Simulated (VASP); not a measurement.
A run of VASP 6.6.1 is set up as follows.

The input INCAR:

```
SYSTEM = P4C
ALGO     = Normal         ! electronic algorithm
EDIFF    = 1E-6           ! SCF threshold, eV
ENCUT    = 520            ! plane-wave cutoff, eV
GGA      = PE             ! functional
ISIF     = 2              ! what is computed and relaxed
ISMEAR   = 0              ! smearing method
LASPH    = .True.         ! aspherical terms in the spheres
LCHARG   = .False.        ! write CHGCAR
LREAL    = .False.        ! projectors in reciprocal space
LWAVE    = .False.        ! write WAVECAR
NBANDS   = 20             ! bands
NELM     = 100            ! most SCF steps
PREC     = Accurate       ! precision mode
SIGMA    = 0.1            ! smearing width, eV
```

The input KPOINTS:

```
k-points
0
Gamma
  10 10 10
  0 0 0
```

The input POSCAR:

```
P4C
1.0
   -2.6149457326      2.6149457326      2.6149457326
    2.6149457326     -2.6149457326      2.6149457326
    2.6149457326      2.6149457326     -2.6149457326
P C
4 1
Direct
    0.0000000000      0.5854788359      0.0000000000
    0.4145211641      0.4145211641      0.4145211641
    0.0000000000      0.0000000000      0.5854788359
    0.5854788359      0.0000000000      0.0000000000
    0.0000000000      0.0000000000      0.0000000000
```

Potentials or basis: VASP PAW PBE potentials, release 64 (P, C).

Launch:

```bash
$ cat potpaw_PBE.64/P/POTCAR potpaw_PBE.64/C/POTCAR > POTCAR
$ mpirun -np 1 vasp_std > vasp.out
```

(1) Predict the pressure.

(2) Predict the largest force.

(3) Estimate the band gap on the k mesh.

Results:

(1) -0.3 GPa.

(2) 0.034 eV/Å.

(3) zero (bands 12 and 13 overlap by 2.57 eV).

Caveat: this functional lacks dispersion, which holds the molecules together, so the pressure and a relaxed volume are unreliable.
